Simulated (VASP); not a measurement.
Input of a VASP 6.6.1 run:

File INCAR:

```
SYSTEM = TlAgS2
PREC = Accurate
ENCUT = 520
EDIFF = 1E-7
ISMEAR = 0
SIGMA = 0.1
LREAL = .FALSE.
LASPH = .TRUE.
NELM = 150
ALGO = Normal
ISIF = 2
LWAVE = .FALSE.
LCHARG = .FALSE.
ISPIN = 2
MAGMOM = 0 1 0 0
LORBIT = 11
LMAXMIX = 4
GGA = PE
NBANDS = 30
```

The input KPOINTS:

```
regular mesh
0
G
  4 4 4
  0 0 0
```

Contents of POSCAR:

```
TlAgS2
1.0
    4.2027026000      0.0000000000      0.0000000000
    0.0000000000      4.2027026000      0.0000000000
    0.0000000000      0.0000000000      5.9928355000
Tl Ag S
1 1 2
Direct
    0.5000000000      0.5000000000      0.5000000000
    0.0000000000      0.0000000000      0.0000000000
    0.5000000000      0.0000000000      0.2409170000
    0.0000000000      0.5000000000      0.7590830000
```

Potentials or basis: VASP PAW PBE potentials, release 64 (Tl_d, Ag, S).

Command:

```sh
$ cat potpaw_PBE.64/Tl_d/POTCAR potpaw_PBE.64/Ag/POTCAR potpaw_PBE.64/S/POTCAR > POTCAR
$ mpirun -np 1 vasp_std > vasp.out
```

Problem. What does it give for the band gap on the k mesh?

Solution. Zero (filled and empty bands touch).

Problem. What does it give for the pressure?

Solution. 0.0 GPa.

Problem. What does it give for the largest force?

Solution. 0.010 eV/Å.

Forces on the atoms (eV/Å):
```
Tl   0.000  0.000  0.000
Ag   0.000  0.000  0.000
S    0.000  0.000  0.010
S    0.000  0.000 -0.010
```

Caveat: the k points lie up to 0.37 Å⁻¹ apart; spin-orbit coupling is left out, which moves the levels of the heavy elements.
